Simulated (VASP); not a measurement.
Here is a VASP 6.6.1 calculation.

INCAR

```
SYSTEM = MnO2
PREC = Accurate
ENCUT = 520
EDIFF = 1E-7
ISMEAR = 0
SIGMA = 0.05
LREAL = .FALSE.
LASPH = .TRUE.
NELM = 150
ALGO = Normal
ISIF = 2
LWAVE = .FALSE.
LCHARG = .TRUE.
ISPIN = 2
MAGMOM = 2.75 2.75 -0.09 -0.09 -0.09 -0.09
LORBIT = 11
LMAXMIX = 4
GGA = PE
LELF = .TRUE.
LVHAR = .TRUE.
NBANDS = 38
```

File KPOINTS:

```
Automatic mesh
0
G
  12 12 4
  0 0 0
```

File POSCAR:

```
MnO2
1.0
    2.8549554371      0.0000000000      0.0000000000
   -1.4274777185      2.4724639352      0.0000000000
    0.0000000000      0.0000000000     10.2217427273
Mn O
2 4
Direct
    0.0000000000      0.0000000000      0.0000000000
    0.0000000000      0.0000000000      0.5000000000
    0.3333333300      0.6666666700      0.9068564500
    0.3333333300      0.6666666700      0.5931435500
    0.6666666700      0.3333333300      0.0931435500
    0.6666666700      0.3333333300      0.4068564500
```

Potentials or basis: VASP PAW PBE potentials, release 64 (Mn_pv, O).

The run is started by

```sh
$ cat potpaw_PBE.64/Mn_pv/POTCAR potpaw_PBE.64/O/POTCAR > POTCAR
$ mpirun -np 1 vasp_std > vasp.out
```

**Question.** What does it give for the largest force?

**Answer.** 0.312 eV/Å.

**Question.** Predict the net moment.

**Answer.** 6.00 μB per cell.

Stress tensor (GPa, compression positive):
```
5.25 0.00 0.00
0.00 5.25 0.00
0.00 0.00 3.39
```
